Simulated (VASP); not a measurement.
**GaN: single point with PBE**

GaN:

```xyz
2
Lattice="-0.0112 2.2490 2.2490 2.2490 -0.0112 2.2490 2.2377 2.2377 0.0000" Properties=species:S:1:pos:R:3 pbc="T T T"
Ga    0.0000    0.0000   -0.0033
N     1.1189    1.1189    1.1277
```

This cell differs from its parent crystal: shear xy strain -1.0%.

| Property | Result |
| --- | --- |
| Program | VASP 6.6.1 |
| Task | single point |
| Functional | PBE |
| Potentials or basis | VASP PAW PBE potentials, release 64 (Ga_d, N) |
| Cutoff | 520 eV |
| k mesh | 10 × 10 × 10 |
| Occupations | fermi-dirac, width 0.02 eV |
| Spin | no spin polarisation |
| Dipole correction | no |
| Further INCAR settings | ALGO = Normal; EDIFF = 1e-07; NBANDS = 16 |

```json
{"Pressure": "6.3 GPa", "Largest force": "0.007 eV/Å", "Band gap on the k mesh": "1.73 eV, direct"}
```

Forces on the atoms (eV/Å):
```
Ga   0.000  0.000 -0.007
N    0.000  0.000  0.007
```

Stress tensor (GPa, compression positive):
```
6.25 1.55 0.00
1.55 6.25 0.00
0.00 0.00 6.25
```

Levels at points of the mesh, in eV from the valence-band top:
```csv
k point,band 7,band 8,band 9,band 10,band 11,band 12
"(0.00, 0.00, 0.00)",-0.06,-0.03,0.00,1.73,10.20,10.31
"(0.50, 0.00, 0.00)",-7.13,-1.00,-0.97,4.69,8.70,10.40
"(0.50, 0.50, 0.00)",-6.18,-2.82,-2.68,3.32,6.67,11.72
"(0.00, 0.00, 0.50)",-7.09,-1.05,-1.01,4.60,8.74,10.29
"(0.50, 0.00, 0.50)",-6.18,-2.75,-2.75,3.32,6.67,11.71
```

Wall time 47 s on 1 thread of AMD EPYC 7R43 64-Core Processor (Zen 3), on a shared host, peak memory 0.15 GiB.

Caveat: the cell differs from its parent crystal (shear xy strain -1.0%).
